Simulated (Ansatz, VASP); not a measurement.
## One calculation of P, two programs

```
CELL_PARAMETERS angstrom
3.01000 0.00000 0.00000
-1.50500 2.60674 0.00000
0.00000 0.00000 28.00000
ATOMIC_POSITIONS crystal
P 0.33333 0.66667 0.50477
P 0.66667 0.33333 0.49523
```

Alike in both runs: task single point; functional PBE; dispersion D3(BJ); k mesh 9 × 9 × 1; occupations gaussian, width 0.02 eV; no spin polarisation.

|  | VASP | Ansatz |
| --- | --- | --- |
| version | VASP 6.6.1 | Ansatz 0.2.0 |
| potentials or method | VASP PAW PBE potentials, release 64 (P), cutoff 520 eV | scalar-relativistic, plane waves, PAW |
| valence electrons in the cell | 10 | 10 |

|  | VASP | Ansatz | Ansatz less VASP |
| --- | --- | --- | --- |
| gap on the k mesh at the Fermi level (eV) | none | none | - |
| rms of the force components (eV/Å) | 2.955 | 3.000 | +0.0451 |

Atom by atom the forces differ by 0.045 eV/Å (rms over components). A gap of «none» marks a metal or a gap that the smearing closes.
